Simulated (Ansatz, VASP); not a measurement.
**One calculation of AlH4, two programs**

```
CELL_PARAMETERS angstrom
3.38619 0.00000 0.00000
0.00000 3.38619 0.00000
0.00000 0.00000 3.38619
ATOMIC_POSITIONS crystal
Al 0.00000 0.00000 0.00000
H 0.50000 0.00000 0.00000
H 0.00000 0.50000 0.00000
H 0.00000 0.00000 0.50000
H 0.50000 0.50000 0.50000
```

Alike in both runs: functional PBE; k mesh 6 × 6 × 6; occupations gaussian, width 0.1 eV; no spin polarisation.

Ansatz relaxed the structure, and its values are those at the end. VASP's run is a single point on that final structure, the one shown.

|  | VASP | Ansatz |
| --- | --- | --- |
| version | VASP 6.6.1 | Ansatz 0.2.0 |
| potentials or method | VASP PAW PBE potentials, release 64 (Al, H), cutoff 520 eV | scalar-relativistic, plane waves, PAW |
| valence electrons in the cell | 7 | 7 |

Ansatz gave:

| Property | Result |
| --- | --- |
| gap on the k mesh at the Fermi level (eV) | none |
| pressure (GPa) | -0.1 |

Problem. Estimate VASP's values.

Solution. gap on the k mesh at the Fermi level (eV): none; pressure (GPa): -0.4.

A gap of «none» marks a metal or a gap that the smearing closes.
